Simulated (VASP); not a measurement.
**HfB2: electric field gradients with PBE**

Crystal: HfB2.

```
Hf B
1.0
     3.12950    0.00000    0.00000
    -1.56475    2.71023    0.00000
     0.00000    0.00000    3.46836
Hf B
1 2
Cartesian
  0.0000 0.0000 0.0000
  0.0000 1.8068 1.7342
  1.5647 0.9034 1.7342
```

This cell differs from its parent crystal: volume scaled by 0.99.

```json
{
  "Program": "VASP 6.6.1",
  "Task": "electric field gradients",
  "Functional": "PBE",
  "Potentials or basis": "VASP PAW PBE potentials, release 64 (Hf_pv, B)",
  "Cutoff": "520 eV",
  "k mesh": "13 × 13 × 11",
  "Occupations": "fermi-dirac, width 0.05 eV",
  "Spin": "no spin polarisation",
  "Dipole correction": "no",
  "Further INCAR settings": "ALGO = Normal; EDIFF = 1e-08; NBANDS = 15"
}
```

* Pressure: 3.6 GPa
* Band gap on the k mesh: zero (band 8 reaches 8.40 eV, above the bottom of band 9 at 7.36 eV)

Levels at points of the mesh, in eV from the Fermi level:
```
           k point  band 5  band 6  band 7  band 8  band 9  band 10  band 11  band 12
(0.00, 0.00, 0.00)   -3.11   -3.00   -3.00   -2.86    3.99     3.99     4.63     4.63
```

Electric field gradients, principal values (V/Å²):
```csv
atom,least,middle,greatest (by size)
1 Hf,-38.549,-38.549,77.098
2 B,-0.760,-0.760,1.521
3 B,-0.760,-0.760,1.521
```

Run time: 68 s on 1 thread of AMD EPYC 9R45 (Zen 5), with other jobs on the host, peak memory 0.15 GiB.

Caveat: without QUAD_EFG the Cq values of the log hold for a quadrupole moment of 1 mb, not for the nuclei; spin-orbit coupling is left out, which moves the levels of the heavy elements.
